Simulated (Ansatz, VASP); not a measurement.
H8CO6 in VASP and in Ansatz

```
O H C
1.0
     5.51127    0.00000    0.00000
     0.00000    5.51127    0.00000
     0.00000    0.00000    5.51127
O H C
6 8 1
Direct
  0.08536 0.74060 0.77803
  0.44630 0.53776 0.09568
  0.57510 0.97979 0.84258
  0.78396 0.43667 0.49147
  0.13270 0.01071 0.29751
  0.98641 0.26453 0.99536
  0.99977 0.64317 0.65737
  0.20605 0.83285 0.69006
  0.29135 0.57297 0.01681
  0.50711 0.39508 0.01334
  0.74072 0.94681 0.79258
  0.54102 0.83981 0.94572
  0.71923 0.33400 0.61818
  0.64531 0.48699 0.39383
  0.05855 0.13770 0.14733
```

Alike in both runs: functional r2SCAN; k mesh 1 × 1 × 1; occupations fermi-dirac, width 0.05 eV; no spin polarisation.

Ansatz relaxed the structure, and its values are those at the end. VASP's run is a single point on that final structure, the one shown.

```csv
,VASP,Ansatz
version,VASP 6.6.1,Ansatz 0.2.0
potentials or method,"VASP PAW PBE potentials, release 64 (O, H, C), cutoff 520 eV","scalar-relativistic, plane waves, PAW"
valence electrons in the cell,48,48
```

```csv
,VASP,Ansatz,Ansatz less VASP
rms of the force components (eV/Å),0.176,0.087,-0.0892
```

VASP's potentials were made for PBE, not for r2SCAN. One of these differences is far larger than is usual between the two programs; its cause wasn't traced. With one functional, cell and mesh, what is left measures potentials, basis and numerics.

Noted on VASP's run: the standard files for N, O and F lose accuracy on very short bonds.
